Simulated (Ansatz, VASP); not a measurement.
Two plane-wave programs on Mg2Ge3

```
Mg Ge
1.0
    -4.15487    4.15487    4.15487
     4.15487   -4.15487    4.15487
     4.15487    4.15487   -4.15487
Mg Ge
4 6
Direct
  0.00000 0.25000 0.50000
  0.25000 0.25000 0.25000
  0.25000 0.50000 0.00000
  0.50000 0.00000 0.25000
  0.62500 0.25000 0.87500
  0.87500 0.62500 0.25000
  0.75000 0.62500 0.87500
  0.25000 0.87500 0.62500
  0.87500 0.75000 0.62500
  0.62500 0.87500 0.75000
```

Alike in both runs: functional PBE; k mesh 6 × 6 × 6; occupations gaussian, width 0.1 eV; no spin polarisation.

Ansatz relaxed the structure, and its values are those at the end. VASP's run is a single point on that final structure, the one shown.

|  | VASP | Ansatz |
| --- | --- | --- |
| version | VASP 6.6.1 | Ansatz 0.2.0 |
| potentials or method | VASP PAW PBE potentials, release 64 (Mg, Ge_d), cutoff 520 eV | scalar-relativistic, plane waves, PAW |
| valence electrons in the cell | 92 | 124 |

|  | VASP | Ansatz | Ansatz less VASP |
| --- | --- | --- | --- |
| gap on the k mesh at the Fermi level (eV) | none | none | - |
| pressure (GPa) | 0.0 | 0.0 | +0.03 |

A gap of «none» marks a metal or a gap that the smearing closes. With one functional, cell and mesh, what is left measures potentials, basis and numerics. VASP's potentials hold 92 valence electrons a cell and Ansatz's 124, so a difference there can come from the potentials and not from the codes.
